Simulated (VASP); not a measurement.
C:

```
CELL_PARAMETERS angstrom
0.00000 1.86730 1.82757
1.60244 0.00000 1.82757
1.60244 1.86730 0.00000
ATOMIC_POSITIONS crystal
C 0.50000 0.50000 0.50000
C 0.75000 0.75000 0.75000
```

This cell differs from its parent crystal: strain +e along x and -e along y -0.0750, strain +e along z and -e/2 along x and y +0.0350.

Base run:

* Program: VASP 6.6.1
* Functional: LDA
* Potentials or basis: VASP PAW LDA potentials, release 64 (C_h)
* Cutoff: 910 eV
* k mesh: 12 × 12 × 12
* Occupations: gaussian, width 0.05 eV
* Spin: no spin polarisation

Its results: band gap on the k mesh 0.72 eV, indirect (least direct gap 3.43 eV); pressure 4.1 GPa.

**Question.** The run is repeated on the same cell with these changes: potentials or basis from VASP PAW LDA potentials, release 64 (C_h) to VASP PAW LDA potentials, release 64 (C); cutoff from 910 eV to 520 eV. What comes out?

**Answer.** Band gap on the k mesh 0.72 eV, indirect (least direct gap 3.43 eV); pressure 5.0 GPa.

Caveats: the cutoff is under 1.25 times the usual one of these potentials, so pressure, stress and relaxed cells hold a basis-set (Pulay) error (some runs).

A k mesh can miss the band edges.
